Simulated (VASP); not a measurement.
# SnS2 (P-3m1) in VASP: notebook

The runs below take SnS2 through single point, with revPBE, PBE+D3(BJ), PBE.

Everything below comes from runs of VASP 6.6.1. Logs are shortened: lines on timing, memory, paths and dates and some standing lists are left out, and cuts for length are marked.

### Step 1. The cell of the first run

Symmetry: P-3m1, No. 164, trigonal system. The conventional cell has a = 3.674 Å, b = 3.674 Å, c = 6.229 Å, α = 90.00°, β = 90.00°, γ = 120.00°. Within 3.4 Å of Sn (site symmetry -3m) lie 6 S at 2.58 Å. Within 3.4 Å of S (site symmetry 3m) lie 3 Sn at 2.58 Å.

### Step 2. Single point, revPBE

Contents of INCAR:

```
SYSTEM = SnS2
PREC     = Accurate       ! precision mode
ENCUT    = 500            ! plane-wave cutoff, eV
EDIFF    = 1E-6           ! SCF threshold, eV
ISMEAR   = 0              ! smearing method
SIGMA    = 0.1            ! smearing width, eV
LREAL    = .False.        ! projectors in reciprocal space
LASPH    = .True.         ! aspherical terms in the spheres
NELM     = 120            ! most SCF steps
ALGO     = Normal         ! electronic algorithm
ISIF     = 2              ! what is computed and relaxed
LWAVE    = .False.        ! write WAVECAR
LCHARG   = .True.         ! write CHGCAR
GGA      = RE             ! functional
LELF     = .True.         ! ELF
LVHAR    = .True.       
NBANDS   = 20             ! bands
GGA_COMPAT= .False.
```

Contents of KPOINTS:

```
regular mesh
0
Gamma
  2 2 1
  0 0 0
```

Contents of POSCAR:

```
SnS2
1.0
    3.6743056006      0.0000000000      0.0000000000
   -1.8371528003      3.1820419914      0.0000000000
    0.0000000000      0.0000000000      6.2288318400
Sn S
1 2
Direct
    0.0000000000      0.0000000000      0.0000000000
    0.3333333333      0.6666666667      0.2346534700
    0.6666666667      0.3333333333      0.7653465300
```

Potentials or basis: VASP PAW PBE potentials, release 64 (Sn_d, S).

Run with:

```
cat potpaw_PBE.64/Sn_d/POTCAR potpaw_PBE.64/S/POTCAR > POTCAR
mpirun -np 1 vasp_std > vasp.out
```

OUTCAR:

```text
SYSTEM = SnS2
   PREC = Accurate
   ENCUT = 500
   EDIFF = 1E-6
   ISMEAR = 0
   LREAL = .False.
   LASPH = .True.
   NELM = 120
   ISIF = 2
   GGA = RE

 ion  position               nearest neighbor table
   1  0.000  0.000  0.000-   2 2.58   3 2.58   3 2.58   2 2.58   3 2.58   2 2.58
   2  0.333  0.667  0.235-   1 2.58   1 2.58   1 2.58
   3  0.667  0.333  0.765-   1 2.58   1 2.58   1 2.58

  LATTYP: Found a hexagonal cell.
 ALAT       =     3.6743056006
 C/A-ratio  =     1.6952405480

  Lattice vectors:

 A1 = (   3.6743056006,   0.0000000000,   0.0000000000)
 A2 = (  -1.8371528003,   3.1820419914,   0.0000000000)
 A3 = (   0.0000000000,   0.0000000000,   6.2288318400)

Analysis of symmetry for initial positions (statically):
=====================================================================
 Subroutine PRICEL returns:
 Original cell was already a primitive cell.

 Routine SETGRP: Setting up the symmetry group for a
 hexagonal supercell.

 Subroutine GETGRP returns: Found 12 space group operations
 (whereof 12 operations were pure point group operations)
 out of a pool of 24 trial point group operations.

The static configuration has the point symmetry D_3d.

Analysis of symmetry for dynamics (positions and initial velocities):
=====================================================================
 Subroutine PRICEL returns:
 Original cell was already a primitive cell.

 Routine SETGRP: Setting up the symmetry group for a
 hexagonal supercell.

 Subroutine GETGRP returns: Found 12 space group operations
 (whereof 12 operations were pure point group operations)
 out of a pool of 24 trial point group operations.

The dynamic configuration has the point symmetry D_3d.

 Subroutine INISYM returns: Found 12 space group operations
 (whereof 12 operations are pure point group operations),
 and found     1 'primitive' translations

----------------------------------------------------------------------------------------

                                     Primitive cell

  volume of cell :      72.8262

  direct lattice vectors                    reciprocal lattice vectors
     3.674305601  0.000000000  0.000000000     0.272160269  0.157131804  0.000000000
    -1.837152800  3.182041991  0.000000000     0.000000000  0.314263609  0.000000000
     0.000000000  0.000000000  6.228831840     0.000000000  0.000000000  0.160543747

  length of vectors
     3.674305601  3.674305601  6.228831840     0.314263609  0.314263609  0.160543747

  position of ions in fractional coordinates (direct lattice)
     0.000000000  0.000000000  0.000000000
     0.333333333  0.666666667  0.234653470
     0.666666667  0.333333333  0.765346530

  ion indices of the primitive-cell ions
   primitive index   ion index
                 1           1
                 2           2
                 3           3

----------------------------------------------------------------------------------------

 KPOINTS: regular mesh

Automatic generation of k-mesh.
 Grid dimensions read from file:
 generate k-points for:    2    2    1

 Generating k-lattice:

  Cartesian coordinates                     Fractional coordinates (reciprocal lattice)
     0.136080134  0.078565902  0.000000000     0.500000000  0.000000000  0.000000000
     0.000000000  0.157131804  0.000000000     0.000000000  0.500000000  0.000000000
     0.000000000  0.000000000  0.160543747     0.000000000  0.000000000  1.000000000

  Length of vectors
     0.157131804  0.157131804  0.160543747

  Shift w.r.t. Gamma in fractional coordinates (k-lattice)
     0.000000000  0.000000000  0.000000000

 Subroutine IBZKPT returns following result:
 ===========================================

 Found      2 irreducible k-points:

 Following reciprocal coordinates:
            Coordinates               Weight
  0.000000  0.000000  0.000000      1.000000
  0.500000  0.000000  0.000000      3.000000
   k-points           NKPTS =      2   k-points in BZ     NKDIM =      2   number of bands    NBANDS=     20
   number of dos      NEDOS =    301   number of ions     NIONS =      3
   total plane-waves  NPLWV =  37632
   dimension x,y,z NGX =    28 NGY =   28 NGZ =   48
   dimension x,y,z NGXF=    56 NGYF=   56 NGZF=   96
   ions per type =               1   2
   NGX,Y,Z   is equivalent  to a cutoff of  12.67, 12.67, 12.81 a.u.
   NGXF,Y,Z  is equivalent  to a cutoff of  25.34, 25.34, 25.62 a.u.
 SYSTEM =  SnS2
   PREC   = accura    normal or accurate (medium, high low for compatibility)
   ISTART =      0    job   : 0-new  1-cont  2-samecut
   ICHARG =      2    charge: 1-file 2-atom 10-const
   ISPIN  =      1    spin polarized calculation?
   LNONCOLLINEAR =      F non collinear calculations
   LSORBIT =      F    spin-orbit coupling
   LASPH  =      T    aspherical Exc in radial PAW
   ENCUT  =  500.0 eV  36.75 Ry    6.06 a.u.   6.70  6.70 11.36*2*pi/ulx,y,z
   NELM   =    120;   NELMIN=  2; NELMDL= -5     # of ELM steps
   EDIFF  = 0.1E-05   stopping-criterion for ELM
   LREAL  =      F    real-space projection
   EDIFFG = 0.1E-04   stopping-criterion for IOM
   NSW    =      0    number of steps for IOM
   IBRION =     -1    ionic relax: 0-MD 1-quasi-New 2-CG
   NFREE  =      0    steps in history (QN), initial steepest desc. (CG)
   ISIF   =      2    stress and relaxation
   ISYM   =      2    0-nonsym 1-usesym 2-fastsym
   POTIM  = 0.5000    time-step for ionic-motion
   TEBEG  =    0.0;   TEEND  =   0.0 temperature during run
   PSTRESS=    0.0 pullay stress
   NELECT =      26.0000    total number of electrons
   NUPDOWN=      -1.0000    fix difference up-down
   EMIN   =  10.00;   EMAX   =-10.00  energy-range for DOS
   EFERMI =   0.00;   METHOD = LEGACY
   ISMEAR =     0;   SIGMA  =   0.10  broadening in eV -4-tet -1-fermi 0-gaus
   EFERMI_NEDOS =   21; number of points for ismear=-14 and -15
   IALGO  =     38    algorithm
   IMIX   =      4    mixing-type and parameters
     AMIX     =   0.40;   BMIX     =  1.00
     AMIX_MAG =   1.60;   BMIX_MAG =  1.00
  volume/ion in A,a.u.               =      24.28       163.82
  Fermi-wavevector in a.u.,A,eV,Ry     =   1.161368  2.194668 18.351220  1.348777
  Thomas-Fermi vector in A             =   2.297941
   LORBIT       =      0    0 simple, 1 ext, 2 COOP (PROOUT), +10 PAW based schemes
   GGA     = RE    functional components
   LHFCALC =     F    Hartree Fock is set to
   AEXX    =    0.0000 exact exchange contribution
   IVDW    =     0    specifies the selected vdW correction
   LEPSILON=     F    determine dielectric tensor
   LRPA    =     F    only Hartree local field effects (RPA)
 non-spin polarized calculation
 Gauss-broadening in eV      SIGMA  =   0.10
  energy-cutoff  :      500.00
  volume of cell :       72.83
 maximum number of plane-waves:      1870
 NGX is ok and might be reduce to    28
   NGX = 13   NGY = 13   NGZ = 23

 number of electron      26.0000004 magnetization

 Free energy of the ion-electron system (eV)
  ---------------------------------------------------
  ext. energy  EPLUGINS =         0.00000000
  ---------------------------------------------------
  free energy    TOTEN  =       -10.83783712 eV

  energy without entropy =      -10.83783712  energy(sigma->0) =      -10.83783712

 E-fermi :   4.3537     XC(G=0):  -8.9322

 val. band max:        3.8747802101   @ k =   0.0000   0.0000   0.0000
 cond. band min:       5.7239759746   @ k =   0.5000   0.0000   0.0000
 fundamental gap:      1.8491957646
 Fermi energy:         4.3537444255

 k-point     1 :       0.0000    0.0000    0.0000
  band No.  band energies     occupation
      1     -17.1010      2.00000
      2     -17.0831      2.00000
      3     -17.0831      2.00000
      4     -17.0430      2.00000
      5     -17.0430      2.00000
      6      -9.5417      2.00000
      7      -7.5567      2.00000
      8      -1.2193      2.00000
      9       3.4653      2.00000
     10       3.4653      2.00000
     11       3.8108      2.00000
     12       3.8108      2.00000
     13       3.8748      2.00000
     14       6.0689      0.00000
     15       7.7633      0.00000
     16       9.3959      0.00000
     17       9.3959      0.00000
     18      12.6259      0.00000
     19      13.4804      0.00000
     20      13.4804      0.00000

 k-point     2 :       0.5000    0.0000    0.0000
  band No.  band energies     occupation
      1     -17.1666      2.00000
      2     -17.0816      2.00000
      3     -17.0812      2.00000
      4     -17.0317      2.00000
      5     -16.9813      2.00000
      6      -7.6483      2.00000
      7      -7.0384      2.00000
      8      -2.7570      2.00000
      9      -0.2407      2.00000
     10       1.6116      2.00000
     11       1.6645      2.00000
     12       3.3325      2.00000
     13       3.8166      2.00000
     14       5.7240      0.00000
     15       8.6828      0.00000
     16      10.3280      0.00000
     17      10.3941      0.00000
     18      11.4849      0.00000
     19      14.3375      0.00000
     20      14.6575      0.00000

------------------------ aborting loop because EDIFF is reached ----------------------------------------

  FORCE on cell =-STRESS in cart. coord.  units (eV):
  Direction    XX          YY          ZZ          XY          YZ          ZX
  --------------------------------------------------------------------------------------
  -------------------------------------------------------------------------------------
  Total        4.5668834      4.5668834      0.5575885     -0.0000000      0.0000000      0.0000000
  in kB      100.4714617    100.4714617     12.2669506     -0.0000000      0.0000000      0.0000000
  external PRESSURE =      71.0699580 kB  Pullay stress =       0.0000000 kB

 VOLUME and BASIS-vectors are now :
 -----------------------------------------------------------------------------
  energy-cutoff  :      500.00
  volume of cell :       72.83
      direct lattice vectors                 reciprocal lattice vectors
     3.674305601  0.000000000  0.000000000     0.272160269  0.157131804  0.000000000
    -1.837152800  3.182041991  0.000000000     0.000000000  0.314263609  0.000000000
     0.000000000  0.000000000  6.228831840     0.000000000  0.000000000  0.160543747

 POSITION                                       TOTAL-FORCE (eV/Angst)
 -----------------------------------------------------------------------------------
      0.00000      0.00000      0.00000         0.000000     -0.000000     -0.000000
     -0.00000      2.12136      1.46162        -0.000000     -0.000000      0.472302
      1.83715      1.06068      4.76721         0.000000      0.000000     -0.472302
 -----------------------------------------------------------------------------------
    total drift:                                0.000000      0.000000     -0.000000

  FREE ENERGIE OF THE ION-ELECTRON SYSTEM (eV)
  ---------------------------------------------------
  free  energy   TOTEN  =       -10.8378371188 eV

  energy  without entropy=      -10.8378371188  energy(sigma->0) =      -10.83783712
```

Wall time 6.7 s (1 thread of Intel Xeon Platinum 8259CL at 2.50GHz (Skylake/Cascade Lake), shared host); peak memory 0.18 GiB.

What came out:

- Free energy: -10.8378 eV
- Pressure: 7.1 GPa
- Largest force: 0.472 eV/Å
- Band gap on the k mesh: 1.85 eV (least direct gap 1.91 eV)

Forces in eV/Å, atoms in the order of the input:
```
Sn   0.000  0.000  0.000
S    0.000  0.000  0.472
S    0.000  0.000 -0.472
```

Levels at points of the mesh, in eV from the valence-band top:
| k point | band 10 | band 11 | band 12 | band 13 | band 14 | band 15 | band 16 | band 17 |
| --- | --- | --- | --- | --- | --- | --- | --- | --- |
| (0.00, 0.00, 0.00) | -0.41 | -0.06 | -0.06 | 0.00 | 2.19 | 3.89 | 5.52 | 5.52 |
| (0.50, 0.00, 0.00) | -2.26 | -2.21 | -0.54 | -0.06 | 1.85 | 4.81 | 6.45 | 6.52 |

Caveat: the k points lie up to 1.01 Å⁻¹ apart, too coarse for converged energies, forces and pressures; the PAW data sets were made with another functional, which shifts forces and pressure a little; spin-orbit coupling is left out, which moves the levels of the heavy elements; this functional lacks dispersion, which binds layers or chains, so the pressure and a relaxed spacing across them are unreliable. A k mesh can miss the band edges.

### Step 3. Single point, PBE+D3(BJ)

This run uses another cell than the first one, of 26.22 Å³/atom.

Contents of INCAR:

```
SYSTEM = SnS2
ALGO     = Normal         ! electronic algorithm
EDIFF    = 1E-6           ! SCF threshold, eV
ENCUT    = 500            ! plane-wave cutoff, eV
GGA      = PE             ! functional
GGA_COMPAT= .FALSE.      
ISIF     = 2              ! what is computed and relaxed
ISMEAR   = 0              ! smearing method
IVDW     = 12             ! dispersion correction
LASPH    = .TRUE.         ! aspherical terms in the spheres
LCHARG   = .TRUE.         ! write CHGCAR
LELF     = .TRUE.         ! ELF
LREAL    = .FALSE.        ! projectors in reciprocal space
LVHAR    = .TRUE.       
LWAVE    = .FALSE.        ! write WAVECAR
NBANDS   = 20             ! bands
NELM     = 120            ! most SCF steps
PREC     = Accurate       ! precision mode
SIGMA    = 0.1            ! smearing width, eV
```

Contents of KPOINTS:

```
k-points
0
G
  2 2 1
  0 0 0
```

Contents of POSCAR:

```
SnS2
1.0
    3.7697845187      0.0000000000      0.0000000000
   -1.8848922593      3.2647291600      0.0000000000
    0.0000000000      0.0000000000      6.3906915734
Sn S
1 2
Direct
    0.0000000000      0.0000000000      0.0000000000
    0.3333333333      0.6666666667      0.2346534700
    0.6666666667      0.3333333333      0.7653465300
```

Potentials or basis: VASP PAW PBE potentials, release 64 (Sn_d, S).

Run with:

```
cat potpaw_PBE.64/Sn_d/POTCAR potpaw_PBE.64/S/POTCAR > POTCAR
mpirun -np 1 vasp_std > vasp.out
```

It took 6.7 s on 1 thread of Intel Xeon Platinum 8259CL at 2.50GHz (Skylake/Cascade Lake), shared host; peak memory 0.18 GiB.

Results (log left out):

```
Free energy                : -12.6032 eV
Pressure                   : -1.3 GPa
Largest force              : 0.196 eV/Å
Band gap on the k mesh     : 1.60 eV (least direct gap 1.64 eV)
Dispersion energy per atom : -0.280 eV
```

Forces on the atoms (eV/Å):
```
Sn   0.000  0.000  0.000
S    0.000  0.000 -0.196
S    0.000  0.000  0.196
```

Stress tensor (GPa, compression positive):
```
 0.77  0.00  0.00
 0.00  0.77  0.00
 0.00  0.00 -5.39
```

Levels at points of the mesh, in eV from the valence-band top:
| k point | band 9 | band 10 | band 11 | band 12 | band 13 | band 14 | band 15 | band 16 | band 17 | band 18 |
| --- | --- | --- | --- | --- | --- | --- | --- | --- | --- | --- |
| (0.00, 0.00, 0.00) | -0.36 | -0.36 | -0.05 | -0.05 | 0.00 | 1.64 | 3.66 | 5.28 | 5.28 | 8.55 |
| (0.50, 0.00, 0.00) | -3.77 | -2.04 | -2.02 | -0.48 | -0.04 | 1.60 | 4.57 | 6.21 | 6.40 | 7.17 |

Caveat: the k points lie up to 0.98 Å⁻¹ apart, too coarse for converged energies, forces and pressures; spin-orbit coupling is left out, which moves the levels of the heavy elements. A k mesh can miss the band edges.

### Step 4. Single point, PBE

Contents of INCAR:

```
PREC = Accurate
ENCUT = 500
EDIFF = 1E-6
ISMEAR = 0
SIGMA = 0.01
LREAL = F
LASPH = T
NELM = 120
ALGO = Normal
ISIF = 2
LWAVE = F
LCHARG = F
GGA = PE
NBANDS = 20
ISYM = 0
GGA_COMPAT = F
```

Contents of KPOINTS:

```
Automatic mesh
0
Gamma
  3 3 1
  0.25 0.25 0.25
```

Contents of POSCAR:

```
SnS2
1.0
    3.6743056006      0.0000000000      0.0000000000
   -1.8371528003      3.1820419914      0.0000000000
    0.0000000000      0.0000000000      6.2288318400
Sn S
1 2
Direct
    0.0000000000      0.0000000000      0.0000000000
    0.3333333333      0.6666666667      0.2346534700
    0.6666666667      0.3333333333      0.7653465300
```

Run with:

```
cat potpaw_PBE.64/Sn_d/POTCAR potpaw_PBE.64/S/POTCAR > POTCAR
mpirun -np 1 vasp_std > vasp.out
```

Run time: 45 s. Hardware: 1 thread of Intel Xeon Platinum 8259CL at 2.50GHz (Skylake/Cascade Lake), shared host; peak memory 0.22 GiB.

It converged, with:

```yaml
Free_energy: -13.2963 eV
Pressure: 1.7 GPa
Largest_force: 0.277 eV/Å
Band_gap_on_the_k_mesh: 2.05 eV (least direct gap 2.20 eV)
```

Forces in eV/Å, atoms in the order of the input:
```
Sn   0.000  0.000  0.000
S    0.000  0.000  0.277
S    0.000  0.000 -0.277
```

Stress tensor (GPa, compression positive):
```
1.27 0.00 0.00
0.00 1.27 0.00
0.00 0.00 2.63
```

Levels at points of the mesh, in eV from the valence-band top:
```tsv
k point	band 11	band 12	band 13	band 14	band 15	band 16
(0.08, 0.08, 0.25)	-0.53	-0.25	-0.02	3.20	4.90	5.61
```

Caveat: spin-orbit coupling is left out, which moves the levels of the heavy elements; a shifted mesh leaves out Γ, where band edges can lie; this functional lacks dispersion, which binds layers or chains, so the pressure and a relaxed spacing across them are unreliable. A k mesh can miss the band edges.

(Part 1 of 2 ends here.)
